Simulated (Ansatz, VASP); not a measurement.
# Ni: VASP beside Ansatz

Contents of INCAR:

```
SYSTEM = Ni
PREC = Accurate
ENCUT = 520
EDIFF = 1E-6
ISMEAR = -1
SIGMA = 0.05
LREAL = .False.
LASPH = .True.
NELM = 150
ALGO = Normal
ISIF = 2
LWAVE = .False.
LCHARG = .False.
ISPIN = 2
MAGMOM = 0.849 0.849
LORBIT = 11
LMAXMIX = 4
GGA = RE
NBANDS = 21
```

The input KPOINTS:

```
Automatic mesh
0
Gamma
  12 12 12
  0 0 0
```

POSCAR

```
Ni
1.0
    0.0000000000      2.6067682568      2.6067682568
    2.6067682568      0.0000000000      2.6067682568
    2.6067682568      2.6067682568      0.0000000000
Ni
2
Direct
    0.1250000000      0.1250000000      0.1250000000
    0.8750000000      0.8750000000      0.8750000000
```

Input for Ansatz:

```yaml
crystal:
  lattice:
    - [0.0, 2.6067682568, 2.6067682568]
    - [2.6067682568, 0.0, 2.6067682568]
    - [2.6067682568, 2.6067682568, 0.0]
  atoms:
    - { symbol: Ni, position: [0.125, 0.125, 0.125], spin: 0.849 }
    - { symbol: Ni, position: [0.875, 0.875, 0.875], spin: 0.849 }
hamiltonian:
  xc: revpbe
  pseudopotentials:
    kind: paw
    azcp:
      Ni: "pseudopotentials/Ni.paw.azcp"
basis:
  ecutwfc: 420
  fft_grid_basis: typed
kpoints:
  mp_grid: { grid: [12, 12, 12], shift: [0, 0, 0] }
magnetization:
  spin_polarized: true
scf:
  occupations: { method: fermi_dirac, width: 0.05 }
  lower_state_search: "off"
output:
  stress: true
```

Alike in both runs: task single point; functional revPBE; k mesh 12 × 12 × 12; occupations fermi-dirac, width 0.05 eV; collinear spin.

|  | VASP | Ansatz |
| --- | --- | --- |
| version | VASP 6.6.1 | Ansatz 0.2.0 |
| potentials or method | VASP PAW PBE potentials, release 64 (Ni), cutoff 520 eV | plane waves (420 eV) with PAW, scalar-relativistic |
| valence electrons in the cell | 20 | 36 |

VASP gave:

| Item | Value |
| --- | --- |
| pressure (GPa) | -2.8 |
| net moment per atom (μB) | 0.79 |
| size of the moment on the site where the two differ most (μB) | 0.81 |

**Question.** Estimate Ansatz's values.

**Answer.** Pressure (GPa): -2.9; net moment per atom (μB): 0.80; size of the moment on the site where the two differ most (μB): 0.85.

VASP's potentials were made for PBE, not for revPBE. Site moments also hang on the region over which each program counts them. VASP's potentials hold 20 valence electrons a cell and Ansatz's 36, so a difference there can come from the potentials and not from the codes.
